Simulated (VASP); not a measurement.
## NbSi (rocksalt type): electric field gradients with PBE

Crystal: NbSi (rocksalt type).

```
Nb Si
1.0
     0.00000    2.62413    2.62413
     2.62413    0.00000    2.62413
     2.62413    2.62413    0.00000
Nb Si
1 1
Cartesian
  0.0000 0.0000 0.0000
  2.6241 2.6241 2.6241
```

```yaml
Program: VASP 6.6.1
Task: electric field gradients
Functional: PBE
Potentials_or_basis: VASP PAW PBE potentials, release 64 (Nb_sv, Si)
Cutoff: 520 eV
k_mesh: 14 × 14 × 14
Occupations: fermi-dirac, width 0.05 eV
Spin: no spin polarisation
Dipole_correction: no
Further_INCAR_settings: ALGO = Normal; EDIFF = 1e-08; NBANDS = 16
```

The pressure is -7.9 GPa. The band gap on the k mesh is zero (an odd number of electrons rules out a gap without spin polarisation) and the largest electric field gradient by atom is zero within the noise of the run.

Levels at points of the mesh, in eV from the Fermi level:
```tsv
k point	band 5	band 6	band 7	band 8	band 9	band 10	band 11	band 12
(0.00, 0.00, 0.00)	-10.40	-1.15	-1.15	-1.15	-0.69	-0.69	2.23	2.23
(0.50, 0.00, 0.00)	-7.23	-5.67	-3.05	-3.05	1.15	1.15	2.24	4.27
(0.50, 0.50, 0.00)	-8.22	-3.44	-2.93	-0.07	-0.07	0.29	1.75	1.75
```

Wall time 100 s on 1 thread of Intel Xeon 8259CL, with other jobs on the host, peak memory 0.2 GiB.

Caveat: the cell stands under tension.
